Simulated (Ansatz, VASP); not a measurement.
**Cu in VASP and in Ansatz**

File INCAR:

```
PREC     = Accurate       # precision mode
ENCUT    = 520            # plane-wave cutoff, eV
EDIFF    = 1E-6           # SCF threshold, eV
ISMEAR   = -1             # smearing method
SIGMA    = 0.1            # smearing width, eV
LREAL    = F              # projectors in reciprocal space
LASPH    = T              # aspherical terms in the spheres
NELM     = 60             # most SCF steps
ALGO     = Normal         # electronic algorithm
ISIF     = 2              # what is computed and relaxed
LWAVE    = F              # write WAVECAR
LCHARG   = F              # write CHGCAR
LDIPOL   = T            
IDIPOL   = 3            
DIPOL    = 0.5 0.5 0.500
GGA      = PE             # functional
NBANDS   = 24             # bands
```

Contents of KPOINTS:

```
Automatic mesh
0
Gamma
  15 15 1
```

The input POSCAR:

```
Cu
1.0
    2.5665139637      0.0000000000      0.0000000000
   -1.2832569818      2.2226662917      0.0000000000
    0.0000000000      0.0000000000     20.1911000000
Cu
3
Direct
    0.1666666665      0.3333333335      0.3962141798
    0.5000000005      0.9999999995      0.4999999997
    0.8333333335      0.6666666665      0.6037858202
```

Input for Ansatz:

```yaml
crystal:
  lattice:
    - [2.5665139637, 0.0, 0.0]
    - [-1.2832569818, 2.2226662917, 0.0]
    - [0.0, 0.0, 20.1911]
  atoms:
    - { symbol: Cu, position: [0.1666666665, 0.3333333335, 0.3962141798] }
    - { symbol: Cu, position: [0.5000000005, 0.9999999995, 0.4999999997] }
    - { symbol: Cu, position: [0.8333333335, 0.6666666665, 0.6037858202] }
kpoints:
  mp_grid: { grid: [15, 15, 1] }
scf:
  occupations: { method: fermi_dirac, width: 0.1 }
hamiltonian:
  xc: pbe
  pseudopotentials: { kind: all_electron, lapw: { basis_error: 0.001 } }
output:
  forces: true
  stress: true
  eigenvalues: true
  populations: true
  dos: { projected: true, de: 0.2, e_range: [-14, 8] }
efield:
  axis: 3
  amplitude: 0
  dipole_correction: true
```

Alike in both runs: task single point; functional PBE; k mesh 15 × 15 × 1; occupations fermi-dirac, width 0.1 eV; no spin polarisation.

|  | VASP | Ansatz |
| --- | --- | --- |
| version | VASP 6.6.1 | Ansatz 0.2.0 |
| potentials or method | VASP PAW PBE potentials, release 64 (Cu), cutoff 520 eV | all-electron LAPW, scalar-relativistic |

Ansatz gave:

| Item | Value |
| --- | --- |
| rms of the force components (eV/Å) | 0.047 |

Task: What did VASP give for the same quantities?

Result: rms of the force components (eV/Å): 0.037.

Atom by atom the forces differ by 0.010 eV/Å (rms over components). Ansatz ran all-electron here, and VASP with PAW potentials.
